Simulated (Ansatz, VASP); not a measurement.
Two plane-wave programs on Li4NbO4

```
Li Nb O
1.0
    -3.81195    3.81195    1.63010
     3.81195   -3.81195    1.63010
     3.81195    3.81195   -1.63010
Li Nb O
4 1 4
Direct
  0.33415 0.15733 0.49148
  0.84267 0.33415 0.17683
  0.15733 0.66585 0.82317
  0.66585 0.84267 0.50852
  0.00000 0.00000 0.00000
  0.75893 0.07971 0.83864
  0.92029 0.75893 0.67922
  0.07971 0.24107 0.32078
  0.24107 0.92029 0.16136
```

Alike in both runs: task single point; functional PBEsol; k mesh 10 × 10 × 10; occupations gaussian, width 0.05 eV; no spin polarisation.

|  | VASP | Ansatz |
| --- | --- | --- |
| version | VASP 6.6.1 | Ansatz 0.2.0 |
| potentials or method | VASP PAW PBE potentials, release 64 (Li_sv, Nb_sv, O), cutoff 520 eV | scalar-relativistic, plane waves, PAW |
| valence electrons in the cell | 49 | 49 |

```tsv
	VASP	Ansatz	Ansatz less VASP
rms of the force components (eV/Å)	0.014	0.001	-0.0123
```

VASP's potentials were made for PBE, not for PBEsol, and Ansatz warns of the same on its side. Atom by atom the forces differ by 0.012 eV/Å (rms over components).

Noted on VASP's run: the cutoff is under 1.25 times that of the potentials, so the pressure is a little rough.
